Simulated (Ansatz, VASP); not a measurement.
Two plane-wave programs on Ta2N

```xyz
3
Lattice="3.0618 0.0000 0.0000 -1.5309 2.6516 0.0000 0.0000 0.0000 4.5636" Properties=species:S:1:pos:R:3 pbc="T T T"
Ta    1.5309    0.8839    3.4076
Ta    0.0000    1.7678    1.1560
N     0.0000    0.0000    0.0000
```

Change from the starting cell: engineering shear strain xy +0.0000, normal strain along z -0.0467.

Alike in both runs: task single point; functional LDA; k mesh 15 × 15 × 8; occupations gaussian, width 0.15 eV; no spin polarisation.

|  | VASP | Ansatz |
| --- | --- | --- |
| version | VASP 6.6.1 | Ansatz 0.2.0 |
| potentials or method | VASP PAW LDA potentials, release 64 (Ta_sv_GW, N), cutoff 700 eV | scalar-relativistic, plane waves, PAW |
| valence electrons in the cell | 31 | 31 |

|  | VASP | Ansatz | Ansatz less VASP |
| --- | --- | --- | --- |
| gap on the k mesh at the Fermi level (eV) | none | none | - |
| pressure (GPa) | 18.2 | 17.1 | -1.11 |
| traceless stress, the component that is largest in VASP (GPa) | 8.59 | 8.73 | +0.134 |
| rms of the force components (eV/Å) | 0.004 | 0.027 | +0.0238 |

Ansatz warns that its potentials were made for another functional, while VASP's fit it. LDA's correlation is that of Perdew and Zunger in VASP and of Perdew and Wang (1992) in Ansatz. Atom by atom the forces differ by 0.024 eV/Å (rms over components). A gap of «none» marks a metal or a gap that the smearing closes.

Spin-orbit coupling is off throughout.
